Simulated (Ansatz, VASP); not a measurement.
## Two plane-wave programs on Cl

```
Cl
1.0
     3.95236   -2.14742    0.00000
     3.95236    2.14742    0.00000
     0.00000    0.00000    8.33646
Cl
4
Direct
  0.11345 0.88655 0.10652
  0.61345 0.38655 0.39348
  0.88655 0.11345 0.89348
  0.38655 0.61345 0.60652
```

Alike in both runs: functional PBE; k mesh 8 × 8 × 4; occupations gaussian, width 0.02 eV; no spin polarisation.

Ansatz relaxed the structure, and its values are those at the end. VASP's run is a single point on that final structure, the one shown.

```csv
,VASP,Ansatz
version,VASP 6.6.1,Ansatz 0.2.0
potentials or method,"VASP PAW PBE potentials, release 64 (Cl), cutoff 520 eV","scalar-relativistic, plane waves, PAW"
valence electrons in the cell,28,28
```

|  | VASP | Ansatz | Ansatz less VASP |
| --- | --- | --- | --- |
| gap on the k mesh at the Fermi level (eV) | 2.34 | 2.30 | -0.046 |
| least direct gap on the mesh (eV) | 2.34 | 2.30 | -0.046 |
| pressure (GPa) | -0.3 | 0.0 | +0.29 |
| rms of the force components (eV/Å) | 0.102 | 0.000 | -0.1013 |
